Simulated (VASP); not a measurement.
Input of a VASP 6.6.1 run:

File POSCAR:

```
Co
1.0
    0.0000000000      1.7736108506      1.7736108506
    1.7736108506      0.0000000000      1.7736108506
    1.7736108506      1.7736108506      0.0000000000
Co
1
Direct
    0.0000000000      0.0000000000      0.0000000000
```

File INCAR.step1:

```
SYSTEM = Co
PREC = Accurate
ENCUT = 520
ISMEAR = 0
SIGMA = 0.1
LREAL = .False.
LASPH = .True.
NELM = 150
ISPIN = 2
MAGMOM = 2.14
LMAXMIX = 4
NBANDS = 14
GGA = PE
ALGO = Normal
EDIFF = 1E-4
LWAVE = .True.
LCHARG = .False.
```

Contents of INCAR.step2:

```
SYSTEM = Co
PREC = Accurate
ENCUT = 520
EDIFF = 1E-7
ISMEAR = 0
SIGMA = 0.1
LREAL = .False.
LASPH = .True.
NELM = 150
ALGO = Normal
ISIF = 2
LWAVE = .False.
LCHARG = .False.
ISPIN = 2
MAGMOM = 2.14
LORBIT = 11
LMAXMIX = 4
METAGGA = R2SCAN
LMIXTAU = .True.
NBANDS = 14
ISTART = 1
```

The input KPOINTS:

```
regular mesh
0
Gamma
  20 20 20
  0 0 0
```

Potentials or basis: VASP PAW PBE potentials, release 64 (Co).

Run with:

```console
$ cat potpaw_PBE.64/Co/POTCAR > POTCAR
$ cp INCAR.step1 INCAR
$ mpirun -np 1 vasp_std > vasp.out
$ cp INCAR.step2 INCAR
$ mpirun -np 1 vasp_std > vasp.out
```

Task: What does it give for the site moments?

Result: Co +1.90 μB.

Task: What does it give for the net moment?

Result: 1.84 μB per cell.

Task: Predict the pressure.

Result: -5.9 GPa.

Caveat: the cell stands under tension; the PAW data sets were made with another functional, which shifts forces and pressure a little.
